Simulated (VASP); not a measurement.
Input of a VASP 6.6.1 run:

File INCAR:

```
SYSTEM = AlP
PREC = Accurate
ENCUT = 500
EDIFF = 1E-6
ISMEAR = 0
SIGMA = 0.01
LREAL = .FALSE.
LASPH = .TRUE.
NELM = 120
ALGO = Normal
ISIF = 2
LWAVE = .FALSE.
LCHARG = .FALSE.
GGA = PE
NBANDS = 11
GGA_COMPAT = .FALSE.
```

Contents of KPOINTS:

```
regular mesh
0
G
  4 4 4
  0 0 0
```

POSCAR

```
AlP
1.0
    0.0000000000      2.7392607939      2.7392607939
    2.7392607939      0.0000000000      2.7392607939
    2.7392607939      2.7392607939      0.0000000000
Al P
1 1
Direct
    0.0000000000      0.0000000000      0.0000000000
    0.2500000000      0.2500000000      0.2500000000
```

Potentials or basis: VASP PAW PBE potentials, release 64 (Al, P).

Run with:

```bash
$ cat potpaw_PBE.64/Al/POTCAR potpaw_PBE.64/P/POTCAR > POTCAR
$ mpirun -np 1 vasp_std > vasp.out
```

Task: What does it give for the band gap on the k mesh?

Result: 1.58 eV (least direct gap 3.21 eV).

Task: Predict the pressure.

Result: 1.7 GPa.

Caveat: the k points lie up to 0.50 Å⁻¹ apart. A k mesh can miss the band edges.
